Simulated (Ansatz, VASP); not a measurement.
Two plane-wave programs on Rb4ZnSb2

```xyz
7
Lattice="9.0973 0.0000 0.0000 0.0000 9.0973 0.0000 0.0000 0.0000 3.9806" Properties=species:S:1:pos:R:3 pbc="T T T"
Rb    2.3831    2.3831    0.0000
Rb    6.7143    2.3831    0.0000
Rb    6.7143    6.7143    0.0000
Rb    2.3831    6.7143    0.0000
Zn    0.0000    0.0000    0.0000
Sb    0.0000    4.5487    1.9903
Sb    4.5487    0.0000    1.9903
```

Change from the starting cell: species swapped into the K2PdCl4 type (P4/mmm, No. 123).

Alike in both runs: functional PBE; k mesh 2 × 2 × 4; occupations gaussian, width 0.1 eV; no spin polarisation.

Ansatz relaxed the structure, and its values are those at the end. VASP's run is a single point on that final structure, the one shown.

|  | VASP | Ansatz |
| --- | --- | --- |
| version | VASP 6.6.1 | Ansatz 0.2.0 |
| potentials or method | VASP PAW PBE potentials, release 64 (Rb_sv, Zn, Sb), cutoff 520 eV | scalar-relativistic, plane waves, PAW |
| valence electrons in the cell | 58 | 78 |

|  | VASP | Ansatz | Ansatz less VASP |
| --- | --- | --- | --- |
| gap on the k mesh at the Fermi level (eV) | none | none | - |
| pressure (GPa) | 0.2 | 0.2 | -0.02 |
| rms of the force components (eV/Å) | 0.009 | 0.009 | -0.0002 |

A gap of «none» marks a metal or a gap that the smearing closes. With one functional, cell and mesh, what is left measures potentials, basis and numerics. VASP's potentials hold 58 valence electrons a cell and Ansatz's 78, so a difference there can come from the potentials and not from the codes.

The k mesh is coarse, so the values compare programs but aren't converged. Neither program's run includes spin-orbit coupling.
